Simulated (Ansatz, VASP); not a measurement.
# MgO in VASP and in Ansatz

```
Mg O
1.0
     2.60796   -0.06287   -0.06287
    -0.06287    2.60796   -0.06287
    -0.06287   -0.06287    2.60796
Mg O
1 1
Direct
  0.00000 0.00000 0.00000
  0.50000 0.50000 0.50000
```

Change from the starting cell: epitaxial_111 strain +1.8%.

Alike in both runs: task single point; functional PBE; k mesh 10 × 10 × 10; occupations fermi-dirac, width 0.02 eV; no spin polarisation.

|  | VASP | Ansatz |
| --- | --- | --- |
| version | VASP 6.6.1 | Ansatz 0.2.0 |
| potentials or method | VASP PAW PBE potentials, release 64 (Mg, O) | plane waves, PAW |
| plane-wave cutoff (eV) | 520 | 420 |
| valence electrons in the cell | 8 | 16 |

Ansatz gave:

* gap on the k mesh at the Fermi level (eV): 2.87
* pressure (GPa): 10.2
* traceless stress, the component that is largest in VASP (GPa): -1.67

**Question.** Estimate VASP's values.

**Answer.** gap on the k mesh at the Fermi level (eV): 2.85; pressure (GPa): 9.5; traceless stress, the component that is largest in VASP (GPa): -1.67.

The functional is the same, so the differences come from potentials, cutoffs and numerics. VASP's potentials hold 8 valence electrons a cell and Ansatz's 16, so a difference there can come from the potentials and not from the codes.
